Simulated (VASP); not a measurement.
Set up this calculation in VASP 6.6.1, as the native input.

* Task: relaxation of the atoms
* Functional: LDA
* Potentials or basis: VASP PAW LDA potentials, release 64 (Mg, O)
* Cutoff: 520 eV
* k mesh: 9 × 9 × 6
* Occupations: gaussian, width 0.02 eV
* Spin: no spin polarisation
* Dipole correction: no
* Further INCAR settings: ALGO = Normal; EDIFF = 1e-07; IBRION = 2; EDIFFG = -0.002; NSW = 70

The structure of MgO lies in POSCAR:

```
MgO
1.0
    3.3077869900      0.0000000000      0.0000000000
   -1.6538934900      2.8646275600      0.0000000000
    0.0000000000      0.0000000000      4.9828816700
Mg O
2 2
Direct
    0.3333333300      0.6666666700      0.0021597400
    0.6666666700      0.3333333300      0.5021597400
    0.3333333300      0.6666666700      0.4024402600
    0.6666666700      0.3333333300      0.9024402600
```

The input as run:

INCAR

```
SYSTEM = MgO
PREC = Accurate
ENCUT = 520
EDIFF = 1E-7
ISMEAR = 0
SIGMA = 0.02
LREAL = .FALSE.
LASPH = .TRUE.
NELM = 120
ALGO = Normal
ISIF = 2
LWAVE = .FALSE.
LCHARG = .FALSE.
GGA = CA
IBRION = 2
NSW = 70
EDIFFG = -0.002
GGA_COMPAT = .FALSE.
NELMIN = 4
```

KPOINTS

```
Automatic mesh
0
G
  9 9 6
  0 0 0
```

Potentials or basis: VASP PAW LDA potentials, release 64 (Mg, O).

Run with:

```console
$ cat potpaw_LDA.64/Mg/POTCAR potpaw_LDA.64/O/POTCAR > POTCAR
$ mpirun -np 1 vasp_std > vasp.out
```

It gave:

```json
{"Energy gained by relaxing": "0.1 meV/atom", "Ionic steps": "3", "Pressure after relaxing": "-5.3 GPa", "Band gap on the k mesh": "3.37 eV"}
```

Wall time 75 s on 1 thread of Oxide Virtual Turin-like Processor, on a shared host, peak memory 0.14 GiB.
